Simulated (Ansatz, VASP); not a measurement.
# Two plane-wave programs on B6C

```
CELL_PARAMETERS angstrom
3.91578 0.00000 0.00000
-1.95789 3.39116 0.00000
0.00000 0.00000 3.97537
ATOMIC_POSITIONS crystal
B 0.48548 0.51452 0.22202
B 0.48548 0.97097 0.22202
B 0.02903 0.51452 0.22202
B 0.48548 0.51452 0.77798
B 0.48548 0.97097 0.77798
B 0.02903 0.51452 0.77798
C 0.66667 0.33333 0.50000
```

Alike in both runs: functional PBE; k mesh 5 × 5 × 3; occupations gaussian, width 0.2 eV; no spin polarisation.

Ansatz relaxed the structure, and its values are those at the end. VASP's run is a single point on that final structure, the one shown.

```csv
,VASP,Ansatz
version,VASP 6.6.1,Ansatz 0.2.0
potentials or method,"VASP PAW PBE potentials, release 64 (B, C), cutoff 600 eV","scalar-relativistic, plane waves, PAW"
valence electrons in the cell,22,22
```

VASP gave:

- gap on the k mesh at the Fermi level (eV): none
- pressure (GPa): -0.1
- rms of the force components (eV/Å): 0.014

Problem. What did Ansatz give for the same quantities?

Solution. gap on the k mesh at the Fermi level (eV): none; pressure (GPa): 0.0; rms of the force components (eV/Å): 0.011.

A gap of «none» marks a metal or a gap that the smearing closes.

The k mesh is coarse, so the values compare programs but aren't converged.
